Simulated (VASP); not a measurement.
The system is Li2O (f.bd3).

```
CELL_PARAMETERS angstrom
0.00000 2.30000 2.30000
2.30000 0.00000 2.30000
2.30000 2.30000 0.00000
ATOMIC_POSITIONS crystal
O 0.00000 0.00000 0.00000
Li 0.25000 0.25000 0.25000
Li 0.75000 0.75000 0.75000
```

* Program: VASP 6.6.1
* Task: relaxation of cell and atoms
* Functional: PBE
* Dispersion: D3(BJ)
* Potentials or basis: VASP PAW PBE potentials, release 64 (O, Li_sv)
* Cutoff: 750 eV
* k mesh: 8 × 8 × 8
* Occupations: gaussian, width 0.02 eV
* Spin: no spin polarisation

At the start: pressure -4.4 GPa; volume 8.11 Å³/atom.

Task: Where does the relaxation end?

Result: Over 3 steps the energy falls by 5.7 meV/atom and the volume is 7.71 Å³/atom (-4.9 %); space group Fm-3m (No. 225, to 0.05 Å).

Step by step:
```csv
step,energy change (eV),largest force (eV/Å),pressure (GPa),volume (Å³)
1,0.0000,0.0000,-4.36,24.33
2,-0.0148,0.0000,-1.72,23.56
3,-0.0172,0.0000,-0.02,23.13
```

Final structure:
```
CELL_PARAMETERS angstrom
0.00000 2.26143 2.26143
2.26143 0.00000 2.26143
2.26143 2.26143 0.00000
ATOMIC_POSITIONS crystal
O 0.00000 0.00000 0.00000
Li 0.25000 0.25000 0.25000
Li 0.75000 0.75000 0.75000
```
